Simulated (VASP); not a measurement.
# BAs: vibrations by perturbation theory with PBE

The system is BAs.

```
B As
1.0
     0.00000    2.39284    2.39284
     2.39284    0.00000    2.39284
     2.39284    2.39284    0.00000
B As
1 1
Direct
  0.00000 0.00000 0.00000
  0.75000 0.75000 0.75000
```

```json
{
 "Program": "VASP 6.6.1",
 "Task": "vibrations by perturbation theory",
 "Functional": "PBE",
 "Potentials or basis": "VASP PAW PBE potentials, release 64 (B, As)",
 "Cutoff": "520 eV",
 "k mesh": "10 × 10 × 10",
 "Occupations": "gaussian, width 0.01 eV",
 "Spin": "no spin polarisation",
 "Dipole correction": "no",
 "Further INCAR settings": "ALGO = Normal; EDIFF = 1e-08; NBANDS = 11; IBRION = 8; NSW = 1"
}
```

| Property | Result |
| --- | --- |
| Electronic dielectric tensor (diagonal) | 9.90 |
| Born charges (mean of the diagonal) | B -0.51; As +0.51 e |
| Highest phonon frequency at Γ, LO-TO splitting left out | 692 cm⁻¹ |

Phonon frequencies in cm⁻¹ (negative: imaginary):
```tsv
q point	frequencies
(0.000, 0.000, 0.000)	0 0 0 692 692 692
```

Electronic dielectric tensor:
```
9.90 0.00 0.00
0.00 9.90 0.00
0.00 0.00 9.90
```

Born effective charge tensors (e):
atom 1, B
```
-0.51  0.00  0.00
 0.00 -0.51  0.00
 0.00  0.00 -0.51
```
atom 2, As
```
0.51 0.00 0.00
0.00 0.51 0.00
0.00 0.00 0.51
```

It took 4.6 min on 1 thread of Intel(R) Xeon(R) Platinum 8488C (Sapphire Rapids), with other jobs on the host, peak memory 0.28 GiB.

Caveat: the cell wasn't relaxed at this level first, which shifts response properties.
